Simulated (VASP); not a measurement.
# H18CO9 in VASP: further runs

The runs below take H18CO9 through single point, with PBE+D3(BJ).

Everything below comes from runs of VASP 6.6.1. Logs are shortened: lines on timing, memory, paths and dates and some standing lists are left out, and cuts for length are marked.

## 1. The cell of the first run

The cell holds an amorphous packing of atoms, 28 atoms: a = 6.702 Å, b = 6.702 Å, c = 6.702 Å, α = 90.00°, β = 90.00°, γ = 90.00°.

## 2. Single point, PBE+D3(BJ)

INCAR reads:

```
PREC = Accurate
ENCUT = 520
EDIFF = 1E-7
ISMEAR = -1
SIGMA = 0.05
LREAL = Auto
LASPH = T
NELM = 100
ALGO = Normal
ISIF = 2
LWAVE = F
LCHARG = F
GGA = PE
IVDW = 12
NBANDS = 58
```

KPOINTS reads:

```
Automatic mesh
0
Gamma
  1 1 1
```

POSCAR reads:

```
H18CO9
1.0
    6.7017590000      0.0000000000      0.0000000000
    0.0000000000      6.7017590000      0.0000000000
    0.0000000000      0.0000000000      6.7017590000
O H C
9 18 1
Direct
    0.0897973204     -0.1069271515      1.1116186064
    0.4981378769      0.8616096162      0.8152934177
    0.0577907979      0.5537650638      0.1464540877
    0.6731068664      0.4264701252      0.0030588984
    0.7836748531      0.6452485086      0.4711897280
    1.0962793499      0.0120714577      0.6639600141
    0.5088962465      0.2799265088      0.6888490022
    0.3630987029      0.2609464172      0.1304433657
    0.1363074978      0.6379519168      0.6956531860
   -0.0360651584     -0.1603161200      1.0520521553
    0.0872009871     -0.1983061462      1.2283193114
    0.4681606724      0.9278310366      0.6910275347
    0.3551455670      0.8362879059      0.8639970491
    0.1625692598      0.4394070273      0.0980488854
    0.0188457985      0.5493781558      0.0077740784
    0.5734016995      0.3912853327     -0.0959598816
    0.5968582278      0.5579430714      0.0105643906
    0.6405184072      0.6605131578      0.4480017858
    0.8099366151      0.5123132598      0.4315881845
    1.0070938093      0.0820083205      0.7595767022
    1.0852523942     -0.1352928388      0.6606474509
    0.4097879378      0.1822208170      0.6663176041
    0.6148087390      0.1863988245      0.6881924581
    0.4911098713      0.2718390799      0.0638936733
    0.3026966502      0.1179541073      0.1185360440
    0.2292681668      0.5641205540      0.4283800716
    0.1858467307      0.3394631171      0.6262534955
    0.1921883494      0.5061805416      0.5748341592
```

Potentials or basis: VASP PAW PBE potentials, release 64 (O, H, C).

Command:

```
cat potpaw_PBE.64/O/POTCAR potpaw_PBE.64/H/POTCAR potpaw_PBE.64/C/POTCAR > POTCAR
mpirun -np 1 vasp_gam > vasp.out
```

OUTCAR:

```text
PREC = Accurate
   ENCUT = 520
   EDIFF = 1E-7
   ISMEAR = -1
   LREAL = Auto
   LASPH = T
   NELM = 100
   ISIF = 2
   GGA = PE
   IVDW = 12
 IVDW          = 12

 ion  position               nearest neighbor table
   1  0.090  0.893  0.112-  11 0.99  10 1.00
   2  0.498  0.862  0.815-  12 0.96  13 1.03
   3  0.058  0.554  0.146-  15 0.97  14 1.09
   4  0.673  0.426  0.003-  16 0.97  17 1.02
   5  0.784  0.645  0.471-  19 0.95  18 0.98
   6  0.096  0.012  0.664-  21 0.99  20 0.99
   7  0.509  0.280  0.689-  22 0.94  23 0.95
   8  0.363  0.261  0.130-  24 0.97  25 1.04
   9  0.136  0.638  0.696-  28 1.26
  10  0.964  0.840  0.052-   1 1.00
  11  0.087  0.802  0.228-   1 0.99
  12  0.468  0.928  0.691-   2 0.96
  13  0.355  0.836  0.864-   2 1.03
  14  0.163  0.439  0.098-   3 1.09
[... 11 lines left out ...]
  26  0.229  0.564  0.428-  28 1.08
  27  0.186  0.339  0.626-  28 1.17
  28  0.192  0.506  0.575-  26 1.08  27 1.17   9 1.26

  LATTYP: Found a simple cubic cell.
 ALAT       =     6.7017590000

  Lattice vectors:

 A1 = (   6.7017590000,   0.0000000000,   0.0000000000)
 A2 = (   0.0000000000,   6.7017590000,   0.0000000000)
 A3 = (   0.0000000000,   0.0000000000,   6.7017590000)

Analysis of symmetry for initial positions (statically):
=====================================================================
 Subroutine PRICEL returns:
 Original cell was already a primitive cell.

 Routine SETGRP: Setting up the symmetry group for a
 simple cubic supercell.

 Subroutine GETGRP returns: Found  1 space group operations
 (whereof  1 operations were pure point group operations)
 out of a pool of 48 trial point group operations.

The static configuration has the point symmetry C_1 .

Analysis of symmetry for dynamics (positions and initial velocities):
=====================================================================
 Subroutine PRICEL returns:
 Original cell was already a primitive cell.

 Routine SETGRP: Setting up the symmetry group for a
 simple cubic supercell.

 Subroutine GETGRP returns: Found  1 space group operations
 (whereof  1 operations were pure point group operations)
 out of a pool of 48 trial point group operations.

The dynamic configuration has the point symmetry C_1 .

 Subroutine INISYM returns: Found  1 space group operations
 (whereof  1 operations are pure point group operations),
 and found     1 'primitive' translations

----------------------------------------------------------------------------------------

                                     Primitive cell

  volume of cell :     300.9999

  direct lattice vectors                    reciprocal lattice vectors
     6.701759000  0.000000000  0.000000000     0.149214557  0.000000000  0.000000000
     0.000000000  6.701759000  0.000000000     0.000000000  0.149214557  0.000000000
     0.000000000  0.000000000  6.701759000     0.000000000  0.000000000  0.149214557

  length of vectors
     6.701759000  6.701759000  6.701759000     0.149214557  0.149214557  0.149214557

  position of ions in fractional coordinates (direct lattice)
     0.089797320  0.893072848  0.111618606
     0.498137877  0.861609616  0.815293418
     0.057790798  0.553765064  0.146454088
     0.673106866  0.426470125  0.003058898
     0.783674853  0.645248509  0.471189728
     0.096279350  0.012071458  0.663960014
[... 20 lines left out ...]
     0.185846731  0.339463117  0.626253496
     0.192188349  0.506180542  0.574834159

  ion indices of the primitive-cell ions
   primitive index   ion index
                 1           1
                 2           2
                 3           3
                 4           4
                 5           5
                 6           6
[... 20 lines left out ...]
                27          27
                28          28

----------------------------------------------------------------------------------------

 KPOINTS: Automatic mesh

Automatic generation of k-mesh.
 Grid dimensions read from file:
 generate k-points for:    1    1    1

 Generating k-lattice:

  Cartesian coordinates                     Fractional coordinates (reciprocal lattice)
     0.149214557  0.000000000  0.000000000     1.000000000  0.000000000  0.000000000
     0.000000000  0.149214557  0.000000000     0.000000000  1.000000000  0.000000000
     0.000000000  0.000000000  0.149214557     0.000000000  0.000000000  1.000000000

  Length of vectors
     0.149214557  0.149214557  0.149214557

  Shift w.r.t. Gamma in fractional coordinates (k-lattice)
     0.000000000  0.000000000  0.000000000

 Subroutine IBZKPT returns following result:
 ===========================================

 Found      1 irreducible k-points:

 Following reciprocal coordinates:
            Coordinates               Weight
  0.000000  0.000000  0.000000      1.000000
   k-points           NKPTS =      1   k-points in BZ     NKDIM =      1   number of bands    NBANDS=     58
   number of dos      NEDOS =    301   number of ions     NIONS =     28
   total plane-waves  NPLWV = 125000
   dimension x,y,z NGX =    50 NGY =   50 NGZ =   50
   dimension x,y,z NGXF=   100 NGYF=  100 NGZF=  100
   ions per type =               9  18   1
   NGX,Y,Z   is equivalent  to a cutoff of  12.40, 12.40, 12.40 a.u.
   NGXF,Y,Z  is equivalent  to a cutoff of  24.81, 24.81, 24.81 a.u.
 SYSTEM =  unknown system
   PREC   = accura    normal or accurate (medium, high low for compatibility)
   ISTART =      0    job   : 0-new  1-cont  2-samecut
   ICHARG =      2    charge: 1-file 2-atom 10-const
   ISPIN  =      1    spin polarized calculation?
   LNONCOLLINEAR =      F non collinear calculations
   LSORBIT =      F    spin-orbit coupling
   LASPH  =      T    aspherical Exc in radial PAW
   ENCUT  =  520.0 eV  38.22 Ry    6.18 a.u.  12.46 12.46 12.46*2*pi/ulx,y,z
   NELM   =    100;   NELMIN=  2; NELMDL= -5     # of ELM steps
   EDIFF  = 0.1E-06   stopping-criterion for ELM
   LREAL  =      T    real-space projection
   EDIFFG = 0.1E-05   stopping-criterion for IOM
   NSW    =      0    number of steps for IOM
   IBRION =     -1    ionic relax: 0-MD 1-quasi-New 2-CG
   NFREE  =      0    steps in history (QN), initial steepest desc. (CG)
   ISIF   =      2    stress and relaxation
   ISYM   =      2    0-nonsym 1-usesym 2-fastsym
   POTIM  = 0.5000    time-step for ionic-motion
   TEBEG  =    0.0;   TEEND  =   0.0 temperature during run
   PSTRESS=    0.0 pullay stress
   NELECT =      76.0000    total number of electrons
   NUPDOWN=      -1.0000    fix difference up-down
   EMIN   =  10.00;   EMAX   =-10.00  energy-range for DOS
   EFERMI =   0.00;   METHOD = LEGACY
   ISMEAR =    -1;   SIGMA  =   0.05  broadening in eV -4-tet -1-fermi 0-gaus
   EFERMI_NEDOS =   21; number of points for ismear=-14 and -15
   IALGO  =     38    algorithm
   IMIX   =      4    mixing-type and parameters
     AMIX     =   0.40;   BMIX     =  1.00
     AMIX_MAG =   1.60;   BMIX_MAG =  1.00
  volume/ion in A,a.u.               =      10.75        72.54
  Fermi-wavevector in a.u.,A,eV,Ry     =   1.034722  1.955342 14.567086  1.070651
  Thomas-Fermi vector in A             =   2.169031
   LORBIT       =      0    0 simple, 1 ext, 2 COOP (PROOUT), +10 PAW based schemes
   GGA     = PE    functional components
   LHFCALC =     F    Hartree Fock is set to
   AEXX    =    0.0000 exact exchange contribution
   IVDW    =    12    specifies the selected vdW correction
   LEPSILON=     F    determine dielectric tensor
   LRPA    =     F    only Hartree local field effects (RPA)
 non-spin polarized calculation
  energy-cutoff  :      520.00
  volume of cell :      301.00
 maximum number of plane-waves:      4109
 NGX is ok and might be reduce to    50
   NGX = 25   NGY = 25   NGZ = 25

 number of electron      75.9999999 magnetization

 Free energy of the ion-electron system (eV)
  ---------------------------------------------------
  ext. energy  EPLUGINS =         0.00000000
  ---------------------------------------------------
  free energy    TOTEN  =      -135.07796483 eV

  energy without entropy =     -135.07796483  energy(sigma->0) =     -135.07796483

 E-fermi :  -1.3070     XC(G=0):  -6.6487

 val. band max:       -2.5907994824   @ k =   0.0000   0.0000   0.0000
 cond. band min:      -0.0831548388   @ k =   0.0000   0.0000   0.0000
 fundamental gap:      2.5076446436
 Fermi energy:        -1.3069595301

 k-point     1 :       0.0000    0.0000    0.0000
  band No.  band energies     occupation
      1     -23.8040      2.00000
      2     -23.7024      2.00000
      3     -22.4743      2.00000
      4     -22.2176      2.00000
      5     -22.0248      2.00000
      6     -21.9072      2.00000
[... 42 lines left out ...]
     49       6.0796      0.00000
     50       6.1456      0.00000
 [bands above 50 left out]

------------------------ aborting loop because EDIFF is reached ----------------------------------------

 Edisp (eV)   -0.97390

 E8    (eV) :    -0.2060

  FORCE on cell =-STRESS in cart. coord.  units (eV):
  Direction    XX          YY          ZZ          XY          YZ          ZX
  --------------------------------------------------------------------------------------
  -------------------------------------------------------------------------------------
  Total       0.47802     2.37415     2.81442     2.04025    -1.43731     2.94770
  in kB       2.54442    12.63724    14.98072    10.85996    -7.65059    15.69014
  external pressure =       10.05 kB  Pullay stress =        0.00 kB

 VOLUME and BASIS-vectors are now :
 -----------------------------------------------------------------------------
  energy-cutoff  :      520.00
  volume of cell :      301.00
      direct lattice vectors                 reciprocal lattice vectors
     6.701759000  0.000000000  0.000000000     0.149214557  0.000000000  0.000000000
     0.000000000  6.701759000  0.000000000     0.000000000  0.149214557  0.000000000
     0.000000000  0.000000000  6.701759000     0.000000000  0.000000000  0.149214557

 POSITION                                       TOTAL-FORCE (eV/Angst)
 -----------------------------------------------------------------------------------
      0.60180      5.98516      0.74804        -1.045873      0.916904      0.197574
      3.33840      5.77430      5.46390        -1.719170     -0.601470      1.075446
      0.38730      3.71120      0.98150         2.420446     -4.710914     -1.018581
      4.51100      2.85810      0.02050        -0.858056      2.588125      0.165852
      5.25200      4.32430      3.15780        -0.830159      1.497673      0.367193
      0.64524      0.08090      4.44970         0.035361      2.137450     -0.008301
[... 20 lines left out ...]
      1.24550      2.27500      4.19700        -0.067932      1.432540     -0.965163
      1.28800      3.39230      3.85240        -1.312395      0.746903      2.444017
 -----------------------------------------------------------------------------------
    total drift:                               -0.003839      0.003362      0.008722

  FREE ENERGIE OF THE ION-ELECTRON SYSTEM (eV)
  ---------------------------------------------------
  free  energy   TOTEN  =      -136.0518632962 eV

  energy  without entropy=     -136.0518632961  energy(sigma->0) =     -136.05186330
```

Wall time 58 s (1 thread of Intel Xeon Platinum 8259CL at 2.50GHz (Skylake/Cascade Lake), shared host); peak memory 0.32 GiB.

Results:

| Property | Result |
| --- | --- |
| Free energy | -136.0519 eV |
| Pressure | 1.0 GPa |
| Largest force | 5.393 eV/Å |
| Band gap on the k mesh | 2.51 eV |
| Dispersion energy per atom | -0.035 eV |

Forces in eV/Å, atoms in the order of the input:
```
O   -1.046  0.917  0.198
O   -1.719 -0.601  1.075
O    2.420 -4.711 -1.019
O   -0.858  2.588  0.166
O   -0.830  1.498  0.367
O    0.035  2.137 -0.008
O    0.265  0.923 -0.480
O   -2.674 -2.436  0.569
O    0.614 -2.091 -0.474
H    1.085  0.876  0.124
H    0.367  0.547 -0.719
H   -0.009 -0.240 -0.431
H    1.652  0.378 -0.301
H   -0.757  1.321  2.335
H   -1.354  1.013 -0.823
H    0.270 -1.148 -1.795
H    1.662 -0.502  0.840
H    0.326 -0.080  0.125
H    0.284 -1.322 -0.681
H    0.604 -1.176 -0.545
H   -0.380 -0.166  0.414
H   -2.308 -0.571 -0.175
H    2.077 -0.369  0.125
H    0.397 -0.426  0.473
H    0.866  2.208  0.003
H    0.391 -0.746 -0.841
H   -0.068  1.433 -0.965
C   -1.312  0.747  2.444
```

Stress tensor (GPa, compression positive):
```
 0.25  1.09  1.57
 1.09  1.26 -0.77
 1.57 -0.77  1.50
```

Levels at points of the mesh, in eV from the valence-band top:
| k point | band 36 | band 37 | band 38 | band 39 | band 40 | band 41 |
| --- | --- | --- | --- | --- | --- | --- |
| (0.00, 0.00, 0.00) | -1.16 | -1.04 | 0.00 | 2.51 | 3.34 | 5.94 |

Caveat: the k points lie up to 0.94 Å⁻¹ apart.

(Part 1 of 2 ends here.)
